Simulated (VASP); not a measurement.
# SnS2 (P-3m1) in VASP: notebook, part 2 of 2

VASP 6.6.1. Earlier steps stand in the parts before.

## 3. Single point, PBE

INCAR reads:

```
SYSTEM = SnS2
PREC     = Accurate       ! precision mode
ENCUT    = 500            ! plane-wave cutoff, eV
EDIFF    = 1E-6           ! SCF threshold, eV
ISMEAR   = 0              ! smearing method
SIGMA    = 0.01           ! smearing width, eV
LREAL    = .False.        ! projectors in reciprocal space
LASPH    = .True.         ! aspherical terms in the spheres
NELM     = 120            ! most SCF steps
ALGO     = Normal         ! electronic algorithm
ISIF     = 2              ! what is computed and relaxed
LWAVE    = .False.        ! write WAVECAR
LCHARG   = .False.        ! write CHGCAR
GGA      = PE             ! functional
NBANDS   = 20             ! bands
GGA_COMPAT= .False.
```

KPOINTS reads:

```
Automatic mesh
0
Gamma
  6 6 4
  0 0 0
```

POSCAR reads:

```
SnS2
1.0
    3.6692362793      0.0000000000      0.0000000000
   -1.8346181397      3.1776518304      0.0000000000
    0.0000000000      0.0000000000      5.8088019110
Sn S
1 2
Direct
    0.0000000000      0.0000000000      0.0000000000
    0.3333333333      0.6666666667      0.2545026505
    0.6666666667      0.3333333333      0.7454973495
```

Potentials or basis: VASP PAW PBE potentials, release 64 (Sn_d, S).

On the command line:

```sh
cat potpaw_PBE.64/Sn_d/POTCAR potpaw_PBE.64/S/POTCAR > POTCAR
mpirun -np 1 vasp_std > vasp.out
```

OUTCAR:

```text
SYSTEM = SnS2
   PREC = Accurate
   ENCUT = 500
   EDIFF = 1E-6
   ISMEAR = 0
   LREAL = .False.
   LASPH = .True.
   NELM = 120
   ISIF = 2
   GGA = PE

 ion  position               nearest neighbor table
   1  0.000  0.000  0.000-   2 2.58   3 2.58   3 2.58   2 2.58   3 2.58   2 2.58
   2  0.333  0.667  0.255-   1 2.58   1 2.58   1 2.58
   3  0.667  0.333  0.745-   1 2.58   1 2.58   1 2.58

  LATTYP: Found a hexagonal cell.
 ALAT       =     3.6692362793
 C/A-ratio  =     1.5831092546

  Lattice vectors:
[... 741 lines left out ...]

  FORCE on cell =-STRESS in cart. coord.  units (eV):
  Direction    XX          YY          ZZ          XY          YZ          ZX
  --------------------------------------------------------------------------------------
  -------------------------------------------------------------------------------------
  Total        1.0027504      1.0027504      0.9965702     -0.0000000      0.0000000      0.0000000
  in kB       23.7211029     23.7211029     23.5749041     -0.0000000      0.0000000      0.0000000
  external PRESSURE =      23.6723699 kB  Pullay stress =       0.0000000 kB

 VOLUME and BASIS-vectors are now :
 -----------------------------------------------------------------------------
  energy-cutoff  :      500.00
  volume of cell :       67.73
      direct lattice vectors                 reciprocal lattice vectors
     3.669236279  0.000000000  0.000000000     0.272536278  0.157348894  0.000000000
    -1.834618140  3.177651830  0.000000000     0.000000000  0.314697787  0.000000000
     0.000000000  0.000000000  5.808801911     0.000000000  0.000000000  0.172152539

 POSITION                                       TOTAL-FORCE (eV/Angst)
 -----------------------------------------------------------------------------------
      0.00000      0.00000      0.00000        -0.000000      0.000000      0.000000
     -0.00000      2.11843      1.47836         0.000000      0.000000     -0.024982
      1.83462      1.05922      4.33045         0.000000     -0.000000      0.024982
 -----------------------------------------------------------------------------------
    total drift:                               -0.000000     -0.000000     -0.000000

  FREE ENERGIE OF THE ION-ELECTRON SYSTEM (eV)
  ---------------------------------------------------
  free  energy   TOTEN  =       -13.1488278067 eV

  energy  without entropy=      -13.1488278067  energy(sigma->0) =      -13.14882781
```

OSZICAR:

```text
N       E                     dE             d eps       ncg     rms          rms(c)
DAV:   1     0.207767547437E+03    0.20777E+03   -0.12400E+04  1000   0.151E+03
DAV:   2     0.101084671970E+02   -0.19766E+03   -0.18945E+03  1012   0.413E+02
DAV:   3    -0.128209228221E+02   -0.22929E+02   -0.22523E+02  1176   0.115E+02
DAV:   4    -0.136270232411E+02   -0.80610E+00   -0.80484E+00  1164   0.228E+01
DAV:   5    -0.136509711981E+02   -0.23948E-01   -0.23946E-01  1404   0.399E+00    0.862E+00
DAV:   6    -0.131715927427E+02    0.47938E+00   -0.99489E-01  1452   0.106E+01    0.621E+00
DAV:   7    -0.131486877648E+02    0.22905E-01   -0.27857E-01  1196   0.324E+00    0.211E+00
DAV:   8    -0.131483680436E+02    0.31972E-03   -0.26347E-02  1320   0.156E+00    0.625E-01
DAV:   9    -0.131487780146E+02   -0.40997E-03   -0.27855E-03  1160   0.397E-01    0.160E-01
DAV:  10    -0.131487751287E+02    0.28859E-05   -0.36079E-04  1260   0.126E-01    0.714E-02
DAV:  11    -0.131488283017E+02   -0.53173E-04   -0.79012E-05  1100   0.536E-02    0.249E-02
DAV:  12    -0.131488278067E+02    0.49496E-06   -0.35558E-06  1216   0.126E-02
   1 F= -.13148828E+02 E0= -.13148828E+02  d E =-.108974E-11
```

Wall time 14 s (1 thread of AMD EPYC 9R45 (Zen 5), shared host); peak memory 0.15 GiB.

What came out:

* Free energy: -13.1488 eV
* Pressure: 2.4 GPa
* Largest force: 0.025 eV/Å
* Band gap on the k mesh: 1.34 eV (least direct gap 1.74 eV)

Forces in eV/Å, atoms in the order of the input:
```
Sn   0.000  0.000  0.000
S    0.000  0.000 -0.025
S    0.000  0.000  0.025
```

Caveat: spin-orbit coupling is left out, which moves the levels of the heavy elements; this functional lacks dispersion, which binds the layers, so the pressure and a relaxed spacing across them are unreliable.
